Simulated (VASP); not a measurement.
# Ti (P6_3/mmc) in VASP: notebook

Runs on Ti. Level: PBEsol. Tasks: single point.

All numbers are computed with VASP 6.6.1; they aren't measurements. Logs are shortened: lines on timing, memory, paths and dates and some standing lists are left out, and cuts for length are marked.

### Step 1. The cell of the first run

The structure is hexagonal, space group P6_3/mmc (No. 194). The conventional cell has a = 3.105 Å, b = 3.105 Å, c = 4.686 Å, α = 90.00°, β = 90.00°, γ = 120.00°. Ti (site symmetry -6m2) has 12 Ti at 2.95 to 3.10 Å within 3.9 Å.

### Step 2. Single point, PBEsol (strain +0.0525 x Voigt [1, 1, 0, 0, 0, 0])

Input file INCAR:

```
PREC     = Accurate       # precision mode
ENCUT    = 520            # plane-wave cutoff, eV
EDIFF    = 1E-6           # SCF threshold, eV
ISMEAR   = 0              # smearing method
SIGMA    = 0.15           # smearing width, eV
LREAL    = F              # projectors in reciprocal space
LASPH    = T              # aspherical terms in the spheres
NELM     = 100            # most SCF steps
ALGO     = Fast           # electronic algorithm
ISIF     = 2              # what is computed and relaxed
LWAVE    = F              # write WAVECAR
LCHARG   = F              # write CHGCAR
GGA      = PS             # functional
NBANDS   = 19             # bands
```

Input file KPOINTS:

```
regular mesh
0
Gamma
  18 18 10
```

Input file POSCAR:

```
Ti
1.0
    3.1048727481      0.0000000000      0.0000000000
   -1.5524363740      2.6888986753      0.0000000000
    0.0000000000      0.0000000000      4.6860000000
Ti
2
Direct
    0.3333333333      0.6666666667      0.2500000000
    0.6666666667      0.3333333333      0.7500000000
```

Potentials or basis: VASP PAW PBE potentials, release 64 (Ti_sv).

Run with:

```console
$ cat potpaw_PBE.64/Ti_sv/POTCAR > POTCAR
$ mpirun -np 1 vasp_std > vasp.out
```

OUTCAR:

```text
PREC = Accurate
   ENCUT = 520
   EDIFF = 1E-6
   ISMEAR = 0
   LREAL = F
   LASPH = T
   NELM = 100
   ISIF = 2
   GGA = PS

 ion  position               nearest neighbor table
   1  0.333  0.667  0.250-
   2  0.667  0.333  0.750-

  LATTYP: Found a hexagonal cell.
 ALAT       =     3.1048727481
 C/A-ratio  =     1.5092405970

  Lattice vectors:

 A1 = (   3.1048727481,   0.0000000000,   0.0000000000)
 A2 = (  -1.5524363740,   2.6888986753,   0.0000000000)
 A3 = (   0.0000000000,   0.0000000000,   4.6860000000)

Analysis of symmetry for initial positions (statically):
=====================================================================
 Subroutine PRICEL returns:
 Original cell was already a primitive cell.

 Routine SETGRP: Setting up the symmetry group for a
 hexagonal supercell.

 Subroutine GETGRP returns: Found 24 space group operations
 (whereof 12 operations were pure point group operations)
 out of a pool of 24 trial point group operations.

The static configuration has the point symmetry D_3d.
 The point group associated with its full space group is D_6h.

Analysis of symmetry for dynamics (positions and initial velocities):
=====================================================================
 Subroutine PRICEL returns:
 Original cell was already a primitive cell.

 Routine SETGRP: Setting up the symmetry group for a
 hexagonal supercell.

 Subroutine GETGRP returns: Found 24 space group operations
 (whereof 12 operations were pure point group operations)
 out of a pool of 24 trial point group operations.

The dynamic configuration has the point symmetry D_3d.
 The point group associated with its full space group is D_6h.

 Subroutine INISYM returns: Found 24 space group operations
 (whereof 12 operations are pure point group operations),
 and found     1 'primitive' translations

----------------------------------------------------------------------------------------

                                     Primitive cell

  volume of cell :      39.1220

  direct lattice vectors                    reciprocal lattice vectors
     3.104872748  0.000000000  0.000000000     0.322074391  0.185949736  0.000000000
    -1.552436374  2.688898675  0.000000000     0.000000000  0.371899473  0.000000000
     0.000000000  0.000000000  4.686000000     0.000000000  0.000000000  0.213401622

  length of vectors
     3.104872748  3.104872748  4.686000000     0.371899473  0.371899473  0.213401622

  position of ions in fractional coordinates (direct lattice)
[... 73 lines left out ...]
   ISPIN  =      1    spin polarized calculation?
   LNONCOLLINEAR =      F non collinear calculations
   LSORBIT =      F    spin-orbit coupling
   LASPH  =      T    aspherical Exc in radial PAW
   ENCUT  =  520.0 eV  38.22 Ry    6.18 a.u.   5.77  5.77  8.71*2*pi/ulx,y,z
   NELM   =    100;   NELMIN=  2; NELMDL= -5     # of ELM steps
   EDIFF  = 0.1E-05   stopping-criterion for ELM
   LREAL  =      F    real-space projection
   EDIFFG = 0.1E-04   stopping-criterion for IOM
   NSW    =      0    number of steps for IOM
   IBRION =     -1    ionic relax: 0-MD 1-quasi-New 2-CG
   NFREE  =      0    steps in history (QN), initial steepest desc. (CG)
   ISIF   =      2    stress and relaxation
   ISYM   =      2    0-nonsym 1-usesym 2-fastsym
   POTIM  = 0.5000    time-step for ionic-motion
   TEBEG  =    0.0;   TEEND  =   0.0 temperature during run
   PSTRESS=    0.0 pullay stress
   NELECT =      24.0000    total number of electrons
   NUPDOWN=      -1.0000    fix difference up-down
   EMIN   =  10.00;   EMAX   =-10.00  energy-range for DOS
   EFERMI =   0.00;   METHOD = LEGACY
   ISMEAR =     0;   SIGMA  =   0.15  broadening in eV -4-tet -1-fermi 0-gaus
   EFERMI_NEDOS =   21; number of points for ismear=-14 and -15
   IALGO  =     68    algorithm
   IMIX   =      4    mixing-type and parameters
     AMIX     =   0.40;   BMIX     =  1.00
     AMIX_MAG =   1.60;   BMIX_MAG =  1.00
  volume/ion in A,a.u.               =      19.56       132.00
  Fermi-wavevector in a.u.,A,eV,Ry     =   1.391036  2.628677 26.327021  1.934981
  Thomas-Fermi vector in A             =   2.514914
   LORBIT       =      0    0 simple, 1 ext, 2 COOP (PROOUT), +10 PAW based schemes
   GGA     = PS    functional components
   LHFCALC =     F    Hartree Fock is set to
   AEXX    =    0.0000 exact exchange contribution
   IVDW    =     0    specifies the selected vdW correction
   LEPSILON=     F    determine dielectric tensor
   LRPA    =     F    only Hartree local field effects (RPA)
 non-spin polarized calculation
 RMM-DIIS sequential band-by-band and
 Gauss-broadening in eV      SIGMA  =   0.15
  energy-cutoff  :      520.00
  volume of cell :       39.12
 maximum number of plane-waves:      1070
 NGX is ok and might be reduce to    24
   NGX = 11   NGY = 11   NGZ = 17

 number of electron      23.9999997 magnetization

 Free energy of the ion-electron system (eV)
  ---------------------------------------------------
  ext. energy  EPLUGINS =         0.00000000
  ---------------------------------------------------
  free energy    TOTEN  =       -16.39282847 eV

  energy without entropy =      -16.36535576  energy(sigma->0) =      -16.37909211

 E-fermi :   7.0182     XC(G=0): -11.0759

 val. band max:        7.0164500251   @ k =   0.3333   0.1667   0.4000
 cond. band min:       7.0217134260   @ k =   0.2222   0.2222   0.5000
 fundamental gap:      0.0052634009
 Fermi energy:         7.0182465953

 k-point     1 :       0.0000    0.0000    0.0000
  band No.  band energies     occupation
      1     -49.8312      2.00000
      2     -49.7292      2.00000
      3     -26.4313      2.00000
      4     -25.9792      2.00000
      5     -25.9792      2.00000
      6     -25.8965      2.00000
[... 505 lines left out ...]
      6     -26.0805      2.00000
[... 11 lines left out ...]
     18      10.1171      0.00000
     19      10.5248      0.00000

 [... further k-points ...]
[... 5 lines left out ...]
  --------------------------------------------------------------------------------------
  -------------------------------------------------------------------------------------
  Total       -3.7082846     -3.7082846     -2.8294230     -0.0000000     -0.0000000     -0.0000000
  in kB     -151.8668943   -151.8668942   -115.8745177     -0.0000000     -0.0000000     -0.0000000
  external PRESSURE =    -139.8694354 kB  Pullay stress =       0.0000000 kB

 VOLUME and BASIS-vectors are now :
 -----------------------------------------------------------------------------
  energy-cutoff  :      520.00
  volume of cell :       39.12
      direct lattice vectors                 reciprocal lattice vectors
     3.104872748  0.000000000  0.000000000     0.322074391  0.185949736  0.000000000
    -1.552436374  2.688898675  0.000000000     0.000000000  0.371899473  0.000000000
     0.000000000  0.000000000  4.686000000     0.000000000  0.000000000  0.213401622

 POSITION                                       TOTAL-FORCE (eV/Angst)
 -----------------------------------------------------------------------------------
     -0.00000      1.79260      1.17150         0.000000      0.000000      0.000000
      1.55244      0.89630      3.51450        -0.000000     -0.000000      0.000000
 -----------------------------------------------------------------------------------
    total drift:                                0.000000     -0.000000      0.000000

  FREE ENERGIE OF THE ION-ELECTRON SYSTEM (eV)
  ---------------------------------------------------
  free  energy   TOTEN  =       -16.3928284674 eV

  energy  without entropy=      -16.3653557569  energy(sigma->0) =      -16.37909211
```

OSZICAR:

```text
N       E                     dE             d eps       ncg     rms          rms(c)
DAV:   1     0.260860747103E+03    0.26086E+03   -0.13002E+04  8444   0.153E+03
DAV:   2     0.110033625160E+02   -0.24986E+03   -0.24593E+03  8635   0.437E+02
DAV:   3    -0.176984369512E+02   -0.28702E+02   -0.28376E+02 15888   0.121E+02
[... 26 lines left out ...]
RMM:  30    -0.163928242157E+02   -0.18684E-05   -0.21449E-05  9882   0.207E-02    0.118E-02
RMM:  31    -0.163928257628E+02   -0.15471E-05   -0.18932E-05 10428   0.194E-02    0.102E-02
RMM:  32    -0.163928268196E+02   -0.10568E-05   -0.12782E-05 10439   0.177E-02    0.942E-03
RMM:  33    -0.163928279084E+02   -0.10889E-05   -0.12653E-05  9553   0.157E-02    0.928E-03
RMM:  34    -0.163928284674E+02   -0.55901E-06   -0.75689E-06 10200   0.144E-02
   1 F= -.16392828E+02 E0= -.16379092E+02  d E =-.274727E-01
```

stdout:

```text
POSCAR found type information on POSCAR Ti
 POSCAR found :  1 types and       2 ions
 scaLAPACK will be used
 -----------------------------------------------------------------------------
|                                                                             |
|                                                                             |
|     You enforced a specific xc type in the INCAR file but a different       |
|     I HOPE YOU KNOW WHAT YOU ARE DOING!                                     |
|                                                                             |
 -----------------------------------------------------------------------------

 LDA part: xc-table for (Slater+PW92), standard interpolation
 POSCAR, INCAR and KPOINTS ok, starting setup
 FFT: planning ... GRIDC
 FFT: planning ... GRID_SOFT
 FFT: planning ... GRID
 WAVECAR not read
 entering main loop
WARNING in EDDRMM: call to ZHEGV failed, returncode =   6  3      5
WARNING in EDDRMM: call to ZHEGV failed, returncode =   8  4      9
WARNING in EDDRMM: call to ZHEGV failed, returncode =   8  4      8
WARNING in EDDRMM: call to ZHEGV failed, returncode =   6  3      3
WARNING in EDDRMM: call to ZHEGV failed, returncode =   8  4      5
```

Wall time 7.1 min (1 thread of Intel Xeon 8259CL, shared host); peak memory 0.26 GiB.

Results:

```yaml
Free_energy: -16.3928 eV
Pressure: -14.0 GPa
Band_gap_on_the_k_mesh: zero (bands 12 and 13 overlap by 1.00 eV)
```

Levels at points of the mesh, in eV from the Fermi level:
| k point | band 8 | band 9 | band 10 | band 11 | band 12 | band 13 | band 14 | band 15 | band 16 | band 17 |
| --- | --- | --- | --- | --- | --- | --- | --- | --- | --- | --- |
| (0.00, 0.00, 0.00) | -32.91 | -5.91 | -2.37 | 0.65 | 0.65 | 0.93 | 1.04 | 1.13 | 1.13 | 1.20 |
| (0.50, 0.00, 0.00) | -32.94 | -2.26 | -1.87 | -1.52 | -0.86 | 0.24 | 0.67 | 1.19 | 2.72 | 2.97 |
| (0.00, 0.00, 0.50) | -32.95 | -4.09 | -4.09 | 0.25 | 0.25 | 0.49 | 0.49 | 0.49 | 0.49 | 2.43 |
| (0.50, 0.00, 0.50) | -33.02 | -2.25 | -2.25 | -0.62 | -0.62 | 1.03 | 1.03 | 1.38 | 1.38 | 2.88 |

Caveat: the cell differs from its parent crystal (strain +0.0525 x Voigt [1, 1, 0, 0, 0, 0]); the cell stands under tension; the PAW data sets were made with another functional, which shifts forces and pressure a little.

### Step 3. Single point, PBEsol (strain +0.0600 x Voigt [1, 1, 0, 0, 0, 0])

Input file INCAR:

```
SYSTEM = Ti
PREC = Accurate
ENCUT = 520
EDIFF = 1E-7
ISMEAR = 0
SIGMA = 0.15
LREAL = .FALSE.
LASPH = .TRUE.
NELM = 100
ALGO = Fast
ISIF = 2
LWAVE = .FALSE.
LCHARG = .FALSE.
GGA = PS
NBANDS = 19
```

Input file KPOINTS:

```
regular mesh
0
G
  18 18 10
  0 0 0
```

Input file POSCAR:

```
Ti
1.0
    3.1269977320      0.0000000000      0.0000000000
   -1.5634988660      2.7080594735      0.0000000000
    0.0000000000      0.0000000000      4.6860000000
Ti
2
Direct
    0.3333333333      0.6666666667      0.2500000000
    0.6666666667      0.3333333333      0.7500000000
```

Potentials or basis: VASP PAW PBE potentials, release 64 (Ti_sv).

Run with:

```console
$ cat potpaw_PBE.64/Ti_sv/POTCAR > POTCAR
$ mpirun -np 1 vasp_std > vasp.out
```

Run time: 11 min. Hardware: 1 thread of Intel Xeon 8259CL, shared host; peak memory 0.26 GiB.

The run converged. Its results:

```
Free energy            : -16.3382 eV
Pressure               : -14.9 GPa
Band gap on the k mesh : zero (bands 12 and 13 overlap by 0.98 eV)
```

Stress tensor (GPa, compression positive):
```
-16.19   0.00   0.00
  0.00 -16.19   0.00
  0.00   0.00 -12.19
```

Levels at points of the mesh, in eV from the Fermi level:
| k point | band 10 | band 11 | band 12 | band 13 | band 14 | band 15 |
| --- | --- | --- | --- | --- | --- | --- |
| (0.00, 0.00, 0.00) | -2.33 | 0.63 | 0.63 | 0.96 | 1.06 | 1.12 |
| (0.50, 0.00, 0.00) | -1.84 | -1.48 | -0.88 | 0.21 | 0.67 | 1.20 |
| (0.00, 0.00, 0.50) | -4.05 | 0.27 | 0.27 | 0.46 | 0.46 | 0.46 |
| (0.50, 0.00, 0.50) | -2.22 | -0.60 | -0.60 | 1.01 | 1.01 | 1.34 |

Caveat: the cell differs from its parent crystal (strain +0.0600 x Voigt [1, 1, 0, 0, 0, 0]); the cell stands under tension; the PAW data sets were made with another functional, which shifts forces and pressure a little.

(Part 1 of 2 ends here.)
